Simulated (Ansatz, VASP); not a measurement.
Two plane-wave programs on YSiNi4

```
CELL_PARAMETERS angstrom
2.47078 -4.00295 0.00000
2.47078 4.00295 0.00000
0.00000 0.00000 3.86665
ATOMIC_POSITIONS crystal
Y 0.00000 0.00000 0.00000
Si 0.50000 0.50000 0.50000
Ni 0.34027 0.65973 0.00000
Ni 0.65973 0.34027 0.00000
Ni 0.50000 0.00000 0.50000
Ni 0.00000 0.50000 0.50000
```

Alike in both runs: functional LDA; k mesh 8 × 8 × 10; occupations fermi-dirac, width 0.15 eV; no spin polarisation.

Ansatz relaxed the structure, and its values are those at the end. VASP's run is a single point on that final structure, the one shown.

```csv
,VASP,Ansatz
version,VASP 6.6.1,Ansatz 0.2.0
potentials or method,"VASP PAW LDA potentials, release 64 (Y_sv, Si, Ni), cutoff 520 eV","scalar-relativistic, plane waves, PAW"
valence electrons in the cell,55,87
```

|  | VASP | Ansatz | Ansatz less VASP |
| --- | --- | --- | --- |
| gap on the k mesh at the Fermi level (eV) | none | none | - |
| pressure (GPa) | 0.2 | 0.0 | -0.16 |

LDA's correlation is that of Perdew and Zunger in VASP and of Perdew and Wang (1992) in Ansatz. A gap of «none» marks a metal or a gap that the smearing closes. VASP's potentials hold 55 valence electrons a cell and Ansatz's 87, so a difference there can come from the potentials and not from the codes.
